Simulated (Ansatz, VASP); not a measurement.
# One calculation of LiF2, two programs

The input INCAR:

```
PREC = Accurate
ENCUT = 600
EDIFF = 1E-7
ISMEAR = 0
SIGMA = 0.1
LREAL = F
LASPH = T
NELM = 100
ALGO = Normal
ISIF = 3
LWAVE = F
LCHARG = F
GGA = PE
IBRION = 2
NSW = 90
EDIFFG = -0.04
```

The input KPOINTS:

```
Automatic mesh
0
Gamma
  4 4 4
```

Contents of POSCAR:

```
LiF2
1.0
    4.7716246852      0.0000000000      0.0000000000
    0.0000000000      3.8120438179      0.0000000000
    0.0000000000      0.0000000000      4.4250897755
Li F
2 4
Direct
    0.0000000000      0.5000000000      0.2500000000
    0.5000000000      0.5000000000      0.7500000000
    0.3333333333      0.2832720069      0.4575172803
    0.6666666667      0.2832720069      0.4575172803
    0.1666666667      0.7167279931      0.9575172803
    0.8333333333      0.7167279931      0.9575172803
```

Input for Ansatz:

```yaml
crystal:
  lattice:
    - [4.7716246852, 0.0, 0.0]
    - [0.0, 3.8120438179, 0.0]
    - [0.0, 0.0, 4.4250897755]
  atoms:
    - { symbol: Li, position: [0.0, 0.5, 0.25] }
    - { symbol: Li, position: [0.5, 0.5, 0.75] }
    - { symbol: F, position: [0.3333333333, 0.2832720069, 0.4575172803] }
    - { symbol: F, position: [0.6666666667, 0.2832720069, 0.4575172803] }
    - { symbol: F, position: [0.1666666667, 0.7167279931, 0.9575172803] }
    - { symbol: F, position: [0.8333333333, 0.7167279931, 0.9575172803] }
basis:
  ecutwfc: 420
kpoints:
  mp_grid: { grid: [4, 4, 4] }
hamiltonian:
  xc: pbe
scf:
  occupations: { method: gaussian, width: 0.1 }
  lower_state_search: "off"
output:
  forces: true
  stress: true
  eigenvalues: true
relax:
  adjacent_minimum: "off"
  f_tol: 0.04
  max_steps: 70
  cell: { stress_tol: 0.4 }
```

Alike in both runs: task relaxation of cell and atoms; functional PBE; k mesh 4 × 4 × 4; occupations gaussian, width 0.1 eV; no spin polarisation.

|  | VASP | Ansatz |
| --- | --- | --- |
| version | VASP 6.6.1 | Ansatz 0.2.0 |
| potentials or method | VASP PAW PBE potentials, release 64 (Li_sv, F), cutoff 600 eV | scalar-relativistic, plane waves, PAW |
| valence electrons in the cell | 34 | 34 |

VASP gave:

| Item | Value |
| --- | --- |
| gap on the k mesh at the Fermi level, each at its own relaxed structure (eV) | none |
| relaxed volume (Å³/atom) | 10.70 |
| relaxed length of the cell vector where the two differ most in proportion (Å) | 5.034 |

Q: Which values does Ansatz return?

A: gap on the k mesh at the Fermi level, each at its own relaxed structure (eV): none; relaxed volume (Å³/atom): 10.81; relaxed length of the cell vector where the two differ most in proportion (Å): 5.066.

A gap of «none» marks a metal or a gap that the smearing closes.

The k mesh is coarse, so the values compare programs but aren't converged. Noted on VASP's run: the cutoff is under 1.25 times that of the potentials, so the pressure is a little rough; the volume moved by over 15 % at a fixed basis, so the end points are rough.
